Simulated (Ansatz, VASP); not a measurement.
**ZrSe2 in VASP and in Ansatz**

File POSCAR:

```
ZrSe2
1.0
    3.8617627922      0.0000000000      0.0000000000
   -1.9308813961      3.3443846814      0.0000000000
    0.0000000000      0.0000000000      6.1806783669
Zr Se
1 2
Direct
    0.0000000000      0.0000000000      0.0000000000
    0.3333333333      0.6666666667      0.2486956378
    0.6666666667      0.3333333333      0.7513043622
```

Contents of INCAR.step1:

```
ALGO     = Normal         # electronic algorithm
EDIFF    = 1E-5           # SCF threshold, eV
ENCUT    = 400            # plane-wave cutoff, eV
GGA      = PE             # functional
GGA_COMPAT= False        
ISIF     = 2              # what is computed and relaxed
ISMEAR   = 0              # smearing method
KPAR     = 4            
LASPH    = True           # aspherical terms in the spheres
LCHARG   = False          # write CHGCAR
LREAL    = False          # projectors in reciprocal space
LWAVE    = True           # write WAVECAR
NBANDS   = 19             # bands
NELM     = 120            # most SCF steps
PREC     = Accurate       # precision mode
SIGMA    = 0.01           # smearing width, eV
```

INCAR.step2

```
ALGO     = Normal         # electronic algorithm
EDIFF    = 1E-6           # SCF threshold, eV
ENCUT    = 400            # plane-wave cutoff, eV
GGA      = PE             # functional
GGA_COMPAT= False        
HFSCREEN = 0.2079         # screening, 1/A
ISIF     = 2              # what is computed and relaxed
ISMEAR   = 0              # smearing method
ISTART   = 1            
KPAR     = 4            
LASPH    = True           # aspherical terms in the spheres
LCHARG   = False          # write CHGCAR
LHFCALC  = True           # exact exchange
LREAL    = False          # projectors in reciprocal space
LWAVE    = False          # write WAVECAR
NBANDS   = 19             # bands
NELM     = 120            # most SCF steps
PREC     = Accurate       # precision mode
PRECFOCK = Normal       
SIGMA    = 0.01           # smearing width, eV
```

File KPOINTS:

```
k-points
0
Gamma
  6 6 4
```

Input for Ansatz:

```yaml
crystal:
  lattice:
    - [3.8617627922, 0.0, 0.0]
    - [-1.9308813961, 3.3443846814, 0.0]
    - [0.0, 0.0, 6.1806783669]
  atoms:
    - { symbol: Zr, position: [0.0, 0.0, 0.0] }
    - { symbol: Se, position: [0.3333333333, 0.6666666667, 0.2486956378] }
    - { symbol: Se, position: [0.6666666667, 0.3333333333, 0.7513043622] }
kpoints:
  mp_grid: { grid: [6, 6, 4] }
  band_path:
    path:
      - [0.0, 0.0, 0.0]
      - [0.5, 0.0, 0.0]
      - [0.3333333333, 0.3333333333, 0.0]
      - [0.0, 0.0, 0.5]
      - [0.5, 0.0, 0.5]
      - [0.3333333333, 0.3333333333, 0.5]
      - [-0.041667, 0.015625, 0.0]
      - [0.0, 0.5, 0.5]
    npoints: 1
hamiltonian:
  xc: hse06
scf:
  occupations: { method: fixed }
  n_extra_bands: 4
output:
  forces: true
  stress: true
  eigenvalues: true
```

Change from the starting cell: biaxial_xy strain +1.9%.

Alike in both runs: task single point; functional HSE06; k mesh 6 × 6 × 4; no spin polarisation.

|  | VASP | Ansatz |
| --- | --- | --- |
| version | VASP 6.6.1 | Ansatz 0.2.0 |
| potentials or method | VASP PAW PBE potentials, release 64 (Zr_sv, Se) | plane waves, PAW |
| plane-wave cutoff (eV) | 400 | 420 |
| occupations | gaussian, width 0.01 eV | fixed |
| valence electrons in the cell | 24 | 44 |

|  | VASP | Ansatz | Ansatz less VASP |
| --- | --- | --- | --- |
| gap on the k mesh at the Fermi level (eV) | 1.09 | 1.08 | -0.010 |
| pressure (GPa) | -1.6 | -1.5 | +0.16 |
| traceless stress, the component that is largest in VASP (GPa) | 1.84 | 1.85 | +0.007 |
| rms of the force components (eV/Å) | 0.072 | 0.064 | -0.0080 |

Atom by atom the forces differ by 0.008 eV/Å (rms over components). VASP's potentials hold 24 valence electrons a cell and Ansatz's 44, so a difference there can come from the potentials and not from the codes. Ansatz's warnings: stress exchange threshold loose, stress scf threshold loose.
